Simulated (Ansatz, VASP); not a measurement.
Two plane-wave programs on Sn

```
Sn
1.0
    -3.02834    3.02834    1.64728
     3.02834   -3.02834    1.64728
     3.02834    3.02834   -1.64728
Sn
2
Direct
  0.75000 0.25000 0.50000
  0.00000 0.00000 0.00000
```

Change from the starting cell: strain +0.030 along x and y, +0.030 along z, atoms carried along.

Alike in both runs: task single point; functional PBEsol; k mesh 16 × 16 × 16; occupations gaussian, width 0.15 eV; no spin polarisation.

```csv
,VASP,Ansatz
version,VASP 6.6.1,Ansatz 0.2.0
potentials or method,"VASP PAW PBE potentials, release 64 (Sn_d), cutoff 520 eV","scalar-relativistic, plane waves, PAW"
valence electrons in the cell,28,28
```

```tsv
	VASP	Ansatz	Ansatz less VASP
gap on the k mesh at the Fermi level (eV)	none	none	-
pressure (GPa)	-5.0	-4.9	+0.06
traceless stress, the component that is largest in VASP (GPa)	-0.17	-0.17	+0.005
```

VASP's potentials were made for PBE, not for PBEsol. A gap of «none» marks a metal or a gap that the smearing closes. With one functional, cell and mesh, what is left measures potentials, basis and numerics.
